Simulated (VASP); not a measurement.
A run of VASP 6.6.1 is set up as follows.

Contents of INCAR:

```
PREC     = Accurate       # precision mode
ENCUT    = 520            # plane-wave cutoff, eV
EDIFF    = 1E-6           # SCF threshold, eV
ISMEAR   = 0              # smearing method
SIGMA    = 0.05           # smearing width, eV
LREAL    = False          # projectors in reciprocal space
LASPH    = True           # aspherical terms in the spheres
NELM     = 80             # most SCF steps
ALGO     = Normal         # electronic algorithm
ISIF     = 2              # what is computed and relaxed
LWAVE    = False          # write WAVECAR
LCHARG   = True           # write CHGCAR
GGA      = PE             # functional
LELF     = True           # ELF
LVHAR    = True         
NBANDS   = 36             # bands
```

KPOINTS

```
regular mesh
0
Gamma
  10 10 2
```

File POSCAR:

```
C
1.0
    1.7857375322     -1.7857375322      0.0000000000
    1.7857375322      0.0000000000     -1.7857375322
    8.2976506672      8.2976506672      8.2976506672
C
12
Direct
    0.6666666667      0.6666666667      0.2331728786
    0.0000000000      0.0000000000      0.0896995346
    0.3333333333      0.3333333333      0.3766462225
    0.6666666667      0.6666666667      0.6635929104
    1.0000000000      1.0000000000      0.5201195665
    0.3333333333      0.3333333333      0.8070662544
    0.6666666667      0.6666666667      0.3407778865
    1.0000000000      1.0000000000      0.1973045426
    0.3333333333      0.3333333333      0.4842512305
    0.6666666667      0.6666666667      0.7711979184
    0.0000000000      0.0000000000      0.6277245744
    0.3333333333      0.3333333333      0.0538311986
```

Potentials or basis: VASP PAW PBE potentials, release 64 (C).

The run is started by

```sh
$ cat potpaw_PBE.64/C/POTCAR > POTCAR
$ mpirun -np 1 vasp_std > vasp.out
```

Problem. Predict the largest force.

Solution. 4.062 eV/Å.

Problem. Estimate the pressure.

Solution. -3.9 GPa.

Stress tensor (GPa, compression positive):
```
-3.88 -2.69 -2.69
-2.69 -3.88 -2.69
-2.69 -2.69 -3.88
```

Caveat: the cell differs from its parent crystal (the distance across one plane changed); the cell stands under tension; forces of over 1 eV/Å act on the atoms, so gaps and moduli don't describe the material at rest.
